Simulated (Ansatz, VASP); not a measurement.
## CaMg in VASP and in Ansatz

INCAR

```
PREC     = Accurate       # precision mode
ENCUT    = 520            # plane-wave cutoff, eV
EDIFF    = 1E-6           # SCF threshold, eV
ISMEAR   = 0              # smearing method
SIGMA    = 0.15           # smearing width, eV
LREAL    = F              # projectors in reciprocal space
LASPH    = T              # aspherical terms in the spheres
NELM     = 80             # most SCF steps
ALGO     = Fast           # electronic algorithm
ISIF     = 2              # what is computed and relaxed
LWAVE    = F              # write WAVECAR
LCHARG   = F              # write CHGCAR
GGA      = CA             # functional
NBANDS   = 13             # bands
```

KPOINTS

```
regular mesh
0
Gamma
  14 14 14
```

Contents of POSCAR:

```
CaMg
1.0
    3.5166143365      0.0000000000      0.0000000000
    0.0000000000      3.5166143365      0.0000000000
    0.0000000000      0.0000000000      4.6443925542
Ca Mg
1 1
Direct
    0.0000000000      0.0000000000      0.0000000000
    0.5000000000      0.5000000000      0.5000000000
```

Input for Ansatz:

```yaml
crystal:
  lattice:
    - [3.5166143365, 0.0, 0.0]
    - [0.0, 3.5166143365, 0.0]
    - [0.0, 0.0, 4.6443925542]
  atoms:
    - { symbol: Ca, position: [0.0, 0.0, 0.0] }
    - { symbol: Mg, position: [0.5, 0.5, 0.5] }
basis:
  ecutwfc: 520.0
kpoints:
  mp_grid: { grid: [14, 14, 14] }
hamiltonian:
  xc: lda
scf:
  occupations: { method: gaussian, width: 0.15 }
output:
  forces: true
  stress: true
  eigenvalues: true
```

Alike in both runs: task single point; functional LDA; k mesh 14 × 14 × 14; occupations gaussian, width 0.15 eV; no spin polarisation.

|  | VASP | Ansatz |
| --- | --- | --- |
| version | VASP 6.6.1 | Ansatz 0.2.0 |
| potentials or method | VASP PAW LDA potentials, release 64 (Ca_sv, Mg), cutoff 520 eV | scalar-relativistic, plane waves, PAW |
| valence electrons in the cell | 12 | 20 |

Ansatz gave:

| Property | Result |
| --- | --- |
| gap on the k mesh at the Fermi level (eV) | none |
| pressure (GPa) | 0.1 |
| traceless stress, the component that is largest in VASP (GPa) | -1.06 |

Problem. Which values does VASP return?

Solution. gap on the k mesh at the Fermi level (eV): none; pressure (GPa): -0.1; traceless stress, the component that is largest in VASP (GPa): -1.10.

LDA's correlation is that of Perdew and Zunger in VASP and of Perdew and Wang (1992) in Ansatz. A gap of «none» marks a metal or a gap that the smearing closes. VASP's potentials hold 12 valence electrons a cell and Ansatz's 20, so a difference there can come from the potentials and not from the codes.
